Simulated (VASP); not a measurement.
# BeSe (F-43m) in VASP: settings compared

The runs below take BeSe through G0W0 quasiparticle levels, with LDA, PBE.

Everything below comes from runs of VASP 6.6.1. Logs are shortened: lines on timing, memory, paths and dates and some standing lists are left out, and cuts for length are marked.

**1. The cell of the first run**

Symmetry: F-43m, No. 216, cubic system. The conventional cell has a = 5.162 Å, b = 5.162 Å, c = 5.162 Å, α = 90.00°, β = 90.00°, γ = 90.00°. Within 3.0 Å of Be (site symmetry -43m) lie 4 Se at 2.24 Å. Se (site symmetry -43m) has 4 Be at 2.24 Å within 3.0 Å.

**2. G0W0 quasiparticle levels, LDA**

Contents of POSCAR:

```
BeSe
1.0
    0.0000000000      2.5810355899      2.5810355899
    2.5810355899      0.0000000000      2.5810355899
    2.5810355899      2.5810355899      0.0000000000
Be Se
1 1
Direct
    0.0000000000      0.0000000000      0.0000000000
    0.2500000000      0.2500000000      0.2500000000
```

Contents of INCAR.step1:

```
ALGO = Normal
EDIFF = 1E-8
ENCUT = 500
GGA = CA
ISMEAR = 0
LASPH = T
LCHARG = F
LREAL = F
LWAVE = T
NELM = 60
PREC = Accurate
SIGMA = 0.01
```

Contents of INCAR.step2:

```
ALGO = Exact
EDIFF = 1E-8
ENCUT = 500
GGA = CA
ISMEAR = 0
ISTART = 1
LASPH = T
LCHARG = F
LOPTICS = T
LREAL = F
LWAVE = T
NBANDS = 64
NELM = 1
PREC = Accurate
SIGMA = 0.01
```

Contents of INCAR.step3:

```
ALGO = EVGW0
EDIFF = 1E-8
ENCUT = 500
ENCUTGW = 80.0
GGA = CA
ISMEAR = 0
ISTART = 1
LASPH = T
LCHARG = F
LREAL = F
LWAVE = F
NBANDS = 64
NBANDSGW = 12
NELMGW = 1
NOMEGA = 48
PREC = Accurate
PRECFOCK = Fast
SIGMA = 0.01
```

Contents of KPOINTS:

```
k-points
0
Gamma
  4 4 4
```

Potentials or basis: VASP PAW LDA potentials, release 64 (Be_GW, Se_GW).

Launch:

```bash
> cat potpaw_LDA.64/Be_GW/POTCAR potpaw_LDA.64/Se_GW/POTCAR > POTCAR
> cp INCAR.step1 INCAR
> mpirun -np 1 vasp_std > vasp.out
> cp INCAR.step2 INCAR
> mpirun -np 1 vasp_std > vasp.out
> cp INCAR.step3 INCAR
> mpirun -np 1 vasp_std > vasp.out
```

OUTCAR:

```text
EDIFF = 1E-8
   ENCUT = 500
   ENCUTGW = 80.0
   GGA = CA
   ISMEAR = 0
   ISTART = 1
   LASPH = T
   LREAL = F
   NELMGW = 1
   PREC = Accurate
   PRECFOCK = Fast

 ion  position               nearest neighbor table
   1  0.000  0.000  0.000-   2 2.24   2 2.24   2 2.24   2 2.24
   2  0.250  0.250  0.250-   1 2.24   1 2.24   1 2.24   1 2.24

  LATTYP: Found a face centered cubic cell.
 ALAT       =     5.1620711798

  Lattice vectors:

 A1 = (   0.0000000000,   2.5810355899,   2.5810355899)
 A2 = (   2.5810355899,   0.0000000000,   2.5810355899)
 A3 = (   2.5810355899,   2.5810355899,   0.0000000000)

Analysis of symmetry for initial positions (statically):
=====================================================================
 Subroutine PRICEL returns:
 Original cell was already a primitive cell.

 Routine SETGRP: Setting up the symmetry group for a
 face centered cubic supercell.

 Subroutine GETGRP returns: Found 24 space group operations
 (whereof 24 operations were pure point group operations)
 out of a pool of 48 trial point group operations.

The static configuration has the point symmetry T_d .

Analysis of symmetry for dynamics (positions and initial velocities):
=====================================================================
 Subroutine PRICEL returns:
 Original cell was already a primitive cell.

 Routine SETGRP: Setting up the symmetry group for a
 face centered cubic supercell.

 Subroutine GETGRP returns: Found 24 space group operations
 (whereof 24 operations were pure point group operations)
 out of a pool of 48 trial point group operations.

The dynamic configuration has the point symmetry T_d .

 Subroutine INISYM returns: Found 24 space group operations
 (whereof 24 operations are pure point group operations),
 and found     1 'primitive' translations

----------------------------------------------------------------------------------------

                                     Primitive cell

  volume of cell :      34.3884

  direct lattice vectors                    reciprocal lattice vectors
     0.000000000  2.581035590  2.581035590    -0.193720692  0.193720692  0.193720692
     2.581035590  0.000000000  2.581035590     0.193720692 -0.193720692  0.193720692
     2.581035590  2.581035590  0.000000000     0.193720692  0.193720692 -0.193720692

  length of vectors
     3.650135536  3.650135536  3.650135536     0.335534081  0.335534081  0.335534081

  position of ions in fractional coordinates (direct lattice)
     0.000000000  0.000000000  0.000000000
     0.250000000  0.250000000  0.250000000

  ion indices of the primitive-cell ions
   primitive index   ion index
                 1           1
                 2           2

----------------------------------------------------------------------------------------

 KPOINTS: k-points

Automatic generation of k-mesh.
 Grid dimensions read from file:
 generate k-points for:    4    4    4

 Generating k-lattice:

  Cartesian coordinates                     Fractional coordinates (reciprocal lattice)
    -0.048430173  0.048430173  0.048430173     0.250000000  0.000000000  0.000000000
     0.048430173 -0.048430173  0.048430173     0.000000000  0.250000000  0.000000000
     0.048430173  0.048430173 -0.048430173     0.000000000  0.000000000  0.250000000

  Length of vectors
     0.083883520  0.083883520  0.083883520

  Shift w.r.t. Gamma in fractional coordinates (k-lattice)
     0.000000000  0.000000000  0.000000000

 Subroutine IBZKPT returns following result:
 ===========================================

 Found      8 irreducible k-points:

 Following reciprocal coordinates:
            Coordinates               Weight
  0.000000  0.000000  0.000000      1.000000
  0.250000  0.000000  0.000000      8.000000
  0.500000  0.000000  0.000000      4.000000
  0.250000  0.250000  0.000000      6.000000
  0.500000  0.250000  0.000000     24.000000
 -0.250000  0.250000  0.000000     12.000000
  0.500000  0.500000  0.000000      3.000000
 -0.250000  0.500000  0.250000      6.000000
   k-points           NKPTS =      8   k-points in BZ     NKDIM =     64   number of bands    NBANDS=     64
   number of dos      NEDOS =    301   number of ions     NIONS =      2
   total plane-waves  NPLWV =  21952
   dimension x,y,z NGX =    28 NGY =   28 NGZ =   28
   dimension x,y,z NGXF=    56 NGYF=   56 NGZF=   56
   ions per type =               1   1
   NGX,Y,Z   is equivalent  to a cutoff of  12.75, 12.75, 12.75 a.u.
   NGXF,Y,Z  is equivalent  to a cutoff of  25.51, 25.51, 25.51 a.u.
 SYSTEM =  unknown system
   PREC   = accura    normal or accurate (medium, high low for compatibility)
   ISTART =      1    job   : 0-new  1-cont  2-samecut
   ICHARG =      0    charge: 1-file 2-atom 10-const
   ISPIN  =      1    spin polarized calculation?
   LNONCOLLINEAR =      F non collinear calculations
   LSORBIT =      F    spin-orbit coupling
   LASPH  =      T    aspherical Exc in radial PAW
   ENCUT  =  500.0 eV  36.75 Ry    6.06 a.u.   6.66  6.66  6.66*2*pi/ulx,y,z
   NELM   =     60;   NELMIN=  2; NELMDL=  0     # of ELM steps
   EDIFF  = 0.1E-07   stopping-criterion for ELM
   LREAL  =      F    real-space projection
   EDIFFG = 0.1E-06   stopping-criterion for IOM
   NSW    =      0    number of steps for IOM
   IBRION =     -1    ionic relax: 0-MD 1-quasi-New 2-CG
   NFREE  =      0    steps in history (QN), initial steepest desc. (CG)
   ISIF   =      0    stress and relaxation
   ISYM   =      3    0-nonsym 1-usesym 2-fastsym
   POTIM  = 0.5000    time-step for ionic-motion
   TEBEG  =    0.0;   TEEND  =   0.0 temperature during run
   PSTRESS=    0.0 pullay stress
   NELECT =       8.0000    total number of electrons
   NUPDOWN=      -1.0000    fix difference up-down
   EMIN   =  10.00;   EMAX   =-10.00  energy-range for DOS
   EFERMI =   0.00;   METHOD = LEGACY
   ISMEAR =     0;   SIGMA  =   0.01  broadening in eV -4-tet -1-fermi 0-gaus
   EFERMI_NEDOS =   21; number of points for ismear=-14 and -15
   IALGO  =     38    algorithm
   IMIX   =      4    mixing-type and parameters
     AMIX     =   0.40;   BMIX     =  1.00
     AMIX_MAG =   1.60;   BMIX_MAG =  1.00
  volume/ion in A,a.u.               =      17.19       116.03
  Fermi-wavevector in a.u.,A,eV,Ry     =   1.006856  1.902683 13.793037  1.013760
  Thomas-Fermi vector in A             =   2.139625
   LORBIT       =      0    0 simple, 1 ext, 2 COOP (PROOUT), +10 PAW based schemes
   GGA     = CA    functional components
   LHFCALC =     T    Hartree Fock is set to
   PRECFOCK=fast      Normal, Fast or Accurate (Low or Medium for compatibility)
   ENCUT4O =  -1.0   cutoff for four orbital integrals eV
   NKREDX  =     1    reduce k-point grid by
   NKREDY  =     1    reduce k-point grid by
   NKREDZ  =     1    reduce k-point grid by
   AEXX    =    1.0000 exact exchange contribution
   HFSCREEN=    0.0000 screening length (either q_TF or 0.3 A-1)
   HFSCREENC=   0.0000 screening length for correlation (either q_TF or 0.3 A-1)
   ENCUTFOCK=  -1.0 apply spherical cutoff to Coloumb kernel
   IVDW    =     0    specifies the selected vdW correction
   LEPSILON=     F    determine dielectric tensor
   LRPA    =     F    only Hartree local field effects (RPA)
   LRPAFORCE           =     F    calculate RPA forces
   ENCUTGW             =  80.0    cutoff for response function in eV
   ENCUTGWSOFT         =  64.0    soft cutoff for Coulomb kernel in GW response function in eV
   ENCUTLF             =  -1.0    cutoff for local field effects
   NELMGW              =     1    number of iterations in solving QP/BSE equation
   NELMHF              =     1    number of iterations in the inner HF iteration
   NKREDLFX            =     1    NKREDLFY  =   1   NKREDLFZ  =   1
 non-spin polarized calculation
 Gauss-broadening in eV      SIGMA  =   0.01
  energy-cutoff  :      500.00
  volume of cell :       34.39
 maximum number of plane-waves:       893
 NGX is ok and might be reduce to    28
  NGX = 16; NGY = 16; NGZ = 16
   NGX = 13   NGY = 13   NGZ = 13
 maximum number of plane-waves:        64
 NGX is ok and might be reduce to    14

 QP shifts <psi_nk| G(iteration)W_0 |psi_nk>: iteration 1
 for sc-GW calculations column KS-energies equals QP-energies in previous step
 and V_xc(KS)=  KS-energies - (<T + V_ion + V_H > + <T+V_H+V_ion>^1  + <V_x>^1)

 k-point   1 :       0.0000    0.0000    0.0000
  band No.  KS-energies  QP-energies   sigma(KS)   V_xc(KS)     V^pw_x(r,r')   Z            occupation Imag(sigma)

      1     -10.7980     -11.4357     -13.2478     -12.3792     -20.0313       0.7343       2.0000       1.3856
      2       2.9527       2.5330     -13.2282     -12.6987     -15.0115       0.7928       2.0000       0.0725
      3       2.9527       2.5330     -13.2282     -12.6987     -15.0115       0.7928       2.0000       0.0725
      4       2.9527       2.5330     -13.2282     -12.6987     -15.0115       0.7928       2.0000       0.0725
      5       7.0380       7.9453      -9.1480     -10.2953      -5.0250       0.7909       0.0000      -0.0915
      6       7.8752       8.6810      -9.0447     -10.0717      -4.8274       0.7846       0.0000      -0.0937
      7       7.8752       8.6810      -9.0447     -10.0717      -4.8274       0.7846       0.0000      -0.0937
      8       7.8752       8.6810      -9.0447     -10.0717      -4.8274       0.7846       0.0000      -0.0937
      9      14.7143      15.0819      -8.1860      -8.6763      -2.3860       0.7499       0.0000      -0.3404
     10      15.4612      16.0974      -9.3204     -10.1441      -4.2156       0.7723       0.0000      -0.2655
     11      15.4612      16.0974      -9.3204     -10.1441      -4.2156       0.7723       0.0000      -0.2655
     12      17.2832      17.7186      -7.8900      -8.4549      -2.1342       0.7708       0.0000      -0.4766

 k-point   2 :       0.2500    0.0000    0.0000
  band No.  KS-energies  QP-energies   sigma(KS)   V_xc(KS)     V^pw_x(r,r')   Z            occupation Imag(sigma)
[... 97 lines left out ...]
      1      -8.9978      -9.3132     -13.7337     -13.2984     -20.0809       0.7245       2.0000       1.0335
      2      -1.3915      -2.2220     -12.3438     -11.2292     -15.3664       0.7451       2.0000       0.1397
      3      -0.8489      -1.5463     -12.0170     -11.0983     -14.6438       0.7592       2.0000       0.1155
      4      -0.3406      -0.9836     -11.8783     -11.0408     -14.2402       0.7677       2.0000       0.1006
      5       8.9456       9.5739      -9.1085      -9.9047      -5.0192       0.7892       0.0000      -0.1022
      6       9.8861      10.7667      -8.8595     -10.0107      -3.8954       0.7649       0.0000      -0.1397
      7      10.1757      10.8624      -8.5903      -9.4701      -4.0234       0.7805       0.0000      -0.1200
      8      10.8907      11.6910      -9.9665     -11.0204      -5.1392       0.7594       0.0000      -0.1539
      9      16.0226      16.9137      -9.9675     -11.1716      -3.9597       0.7401       0.0000      -0.4714
     10      16.3213      17.2483      -9.4526     -10.6879      -3.5289       0.7504       0.0000      -0.4225
     11      18.8268      19.6420      -9.2559     -10.3255      -3.2296       0.7622       0.0000      -0.5865
     12      19.6288      20.3303      -9.0676      -9.9613      -3.0376       0.7849       0.0000      -0.8082
```

Wall time 32 s (1 thread of Intel Xeon 6975P-C, shared host); peak memory 0.31 GiB.

What came out:

- Band gap on the k mesh, mean-field level: 2.47 eV, indirect (least direct gap 4.09 eV)
- Quasiparticle gap: 3.44 eV
- Least direct quasiparticle gap: 5.41 eV

Levels at points of the mesh, in eV from the valence-band top:
```csv
k point,band 2,band 3,band 4,band 5,band 6,band 7
"(0.00, 0.00, 0.00)",0.00,0.00,0.00,4.09,4.92,4.92
"(0.50, 0.00, 0.00)",-5.67,-1.07,-1.07,4.19,5.87,5.87
"(0.50, 0.50, 0.00)",-5.03,-2.64,-2.64,2.47,4.13,11.46
```

Caveat: the k points lie up to 0.53 Å⁻¹ apart; bands, screening cutoff and mesh are small and nothing is extrapolated, so the quasiparticle values aren't converged. A k mesh can miss the band edges.

**3. G0W0 quasiparticle levels, PBE**

POSCAR is that of step 2.

Contents of INCAR.step1:

```
SYSTEM = BeSe
ALGO     = Normal         ! electronic algorithm
EDIFF    = 1E-8           ! SCF threshold, eV
ENCUT    = 500            ! plane-wave cutoff, eV
GGA      = PE             ! functional
ISMEAR   = 0              ! smearing method
LASPH    = .TRUE.         ! aspherical terms in the spheres
LCHARG   = .FALSE.        ! write CHGCAR
LREAL    = .FALSE.        ! projectors in reciprocal space
LWAVE    = .TRUE.         ! write WAVECAR
NELM     = 80             ! most SCF steps
PREC     = Accurate       ! precision mode
SIGMA    = 0.01           ! smearing width, eV
```

Contents of INCAR.step2:

```
SYSTEM = BeSe
ALGO     = Exact          ! electronic algorithm
EDIFF    = 1E-8           ! SCF threshold, eV
ENCUT    = 500            ! plane-wave cutoff, eV
GGA      = PE             ! functional
ISMEAR   = 0              ! smearing method
ISTART   = 1            
LASPH    = .TRUE.         ! aspherical terms in the spheres
LCHARG   = .FALSE.        ! write CHGCAR
LOPTICS  = .TRUE.         ! frequency-dependent dielectric function
LREAL    = .FALSE.        ! projectors in reciprocal space
LWAVE    = .TRUE.         ! write WAVECAR
NBANDS   = 64             ! bands
NELM     = 1              ! most SCF steps
PREC     = Accurate       ! precision mode
SIGMA    = 0.01           ! smearing width, eV
```

Contents of INCAR.step3:

```
SYSTEM = BeSe
ALGO     = EVGW0          ! electronic algorithm
EDIFF    = 1E-8           ! SCF threshold, eV
ENCUT    = 500            ! plane-wave cutoff, eV
ENCUTGW  = 80.0           ! cutoff of the response function
GGA      = PE             ! functional
ISMEAR   = 0              ! smearing method
ISTART   = 1            
LASPH    = .TRUE.         ! aspherical terms in the spheres
LCHARG   = .FALSE.        ! write CHGCAR
LREAL    = .FALSE.        ! projectors in reciprocal space
LWAVE    = .FALSE.        ! write WAVECAR
NBANDS   = 64             ! bands
NBANDSGW = 12           
NELMGW   = 1            
NOMEGA   = 48             ! frequency points
PREC     = Accurate       ! precision mode
PRECFOCK = Fast         
SIGMA    = 0.01           ! smearing width, eV
```

Contents of KPOINTS:

```
k-points
0
G
  4 4 4
  0 0 0
```

Potentials or basis: VASP PAW PBE potentials, release 64 (Be_GW, Se_GW).

Launch:

```bash
> cat potpaw_PBE.64/Be_GW/POTCAR potpaw_PBE.64/Se_GW/POTCAR > POTCAR
> cp INCAR.step1 INCAR
> mpirun -np 1 vasp_std > vasp.out
> cp INCAR.step2 INCAR
> mpirun -np 1 vasp_std > vasp.out
> cp INCAR.step3 INCAR
> mpirun -np 1 vasp_std > vasp.out
```

OUTCAR:

```text
SYSTEM = BeSe
   EDIFF = 1E-8
   ENCUT = 500
   ENCUTGW = 80.0
   GGA = PE
   ISMEAR = 0
   ISTART = 1
   LASPH = .TRUE.
   LREAL = .FALSE.
   NELMGW = 1
   PREC = Accurate
   PRECFOCK = Fast

 ion  position               nearest neighbor table
   1  0.000  0.000  0.000-   2 2.24   2 2.24   2 2.24   2 2.24
[... 184 lines left out ...]
      1     -10.7853     -11.5957     -13.2893     -12.1896     -20.0696       0.7369       2.0000       1.3945
      2       2.9490       2.3319     -13.2862     -12.5092     -15.0635       0.7941       2.0000       0.0726
      3       2.9490       2.3319     -13.2862     -12.5092     -15.0635       0.7941       2.0000       0.0726
      4       2.9490       2.3319     -13.2862     -12.5092     -15.0635       0.7941       2.0000       0.0726
      5       7.2116       7.8586      -9.1686      -9.9842      -5.0324       0.7932       0.0000      -0.0913
      6       7.9437       8.5449      -9.0414      -9.8061      -4.8453       0.7863       0.0000      -0.0925
      7       7.9437       8.5449      -9.0414      -9.8061      -4.8453       0.7863       0.0000      -0.0925
      8       7.9437       8.5449      -9.0414      -9.8061      -4.8453       0.7863       0.0000      -0.0925
      9      14.9022      15.0095      -8.1276      -8.2700      -2.3691       0.7535       0.0000      -0.3381
     10      15.4258      15.9416      -9.3219      -9.9903      -4.2431       0.7717       0.0000      -0.2527
     11      15.4258      15.9416      -9.3219      -9.9903      -4.2431       0.7717       0.0000      -0.2527
     12      17.4599      17.6135      -7.8731      -8.0719      -2.1315       0.7728       0.0000      -0.4381
[... 100 lines left out ...]
      1      -8.9773      -9.4655     -13.7771     -13.1067     -20.1197       0.7282       2.0000       1.0342
      2      -1.4292      -2.4172     -12.3952     -11.0715     -15.4160       0.7464       2.0000       0.1384
      3      -0.8104      -1.7297     -12.0895     -10.8806     -14.6962       0.7604       2.0000       0.1132
      4      -0.3054      -1.1691     -11.9584     -10.8361     -14.3099       0.7695       2.0000       0.0990
      5       9.0761       9.4448      -9.0907      -9.5569      -4.9986       0.7910       0.0000      -0.1013
      6      10.0153      10.6584      -8.8485      -9.6872      -3.9035       0.7669       0.0000      -0.1375
      7      10.3086      10.7437      -8.5935      -9.1501      -4.0395       0.7816       0.0000      -0.1190
      8      10.8922      11.5621      -9.9613     -10.8396      -5.1704       0.7628       0.0000      -0.1482
      9      16.2086      16.8168      -9.9412     -10.7628      -3.9460       0.7403       0.0000      -0.4690
     10      16.4465      17.1471      -9.4789     -10.4125      -3.5936       0.7505       0.0000      -0.4147
     11      18.9130      19.5356      -9.2966     -10.1144      -3.2875       0.7613       0.0000      -0.5812
     12      19.7843      20.2147      -9.0784      -9.6250      -3.0492       0.7873       0.0000      -0.8093
```

OUTCAR.step1:

```text
SYSTEM = BeSe
   EDIFF = 1E-8
   ENCUT = 500
   GGA = PE
   ISMEAR = 0
   LASPH = .TRUE.
   LREAL = .FALSE.
[... 290 lines left out ...]
      0.00000      0.00000      0.00000        -0.000000     -0.000000     -0.000000
      1.29052      1.29052      1.29052         0.000000      0.000000      0.000000
 -----------------------------------------------------------------------------------
    total drift:                                0.000000      0.000000      0.000000

  FREE ENERGIE OF THE ION-ELECTRON SYSTEM (eV)
  ---------------------------------------------------
  free  energy   TOTEN  =        -8.7431418100 eV

  energy  without entropy=       -8.7431418100  energy(sigma->0) =       -8.74314181
```

OUTCAR.step2:

```text
SYSTEM = BeSe
   EDIFF = 1E-8
   ENCUT = 500
   GGA = PE
[... 690 lines left out ...]
  --------------------------------------------------------------------------------------------------------------
     0.00000     7.81772     7.81772     7.81772     0.00000     0.00000     0.00000
     1.10680     8.05976     8.05976     8.05976     0.00000     0.00000     0.00000
     2.21360     8.93407     8.93407     8.93407     0.00000     0.00000     0.00000
     3.32040    11.19720    11.19720    11.19720     0.00000     0.00000     0.00000
     4.42720    14.86630    14.86630    14.86630     0.00000     0.00000     0.00000
     5.53400    -2.49315    -2.49315    -2.49315     0.00000     0.00000    -0.00000
[... 92 lines left out ...]
   108.46630     0.97007     0.97007     0.97007    -0.00000    -0.00000     0.00000
   109.57310     0.97069     0.97069     0.97069    -0.00000    -0.00000     0.00000
```

It took 25 s on 1 thread of Intel Xeon 6975P-C (Granite Rapids), shared host; peak memory 0.3 GiB.

Results:

| Quantity | Value |
| --- | --- |
| Band gap on the k mesh, mean-field level | 2.63 eV, indirect (least direct gap 4.26 eV) |
| Quasiparticle gap | 3.52 eV |
| Least direct quasiparticle gap | 5.53 eV |

Levels at points of the mesh, in eV from the valence-band top:
| k point | band 2 | band 3 | band 4 | band 5 | band 6 | band 7 |
| --- | --- | --- | --- | --- | --- | --- |
| (0.00, 0.00, 0.00) | 0.00 | 0.00 | 0.00 | 4.26 | 4.99 | 4.99 |
| (0.50, 0.00, 0.00) | -5.65 | -1.06 | -1.06 | 4.28 | 5.95 | 5.95 |
| (0.50, 0.50, 0.00) | -5.03 | -2.63 | -2.63 | 2.63 | 4.19 | 11.61 |

Caveat: the k points lie up to 0.53 Å⁻¹ apart; bands, screening cutoff and mesh are small and nothing is extrapolated, so the quasiparticle values aren't converged.
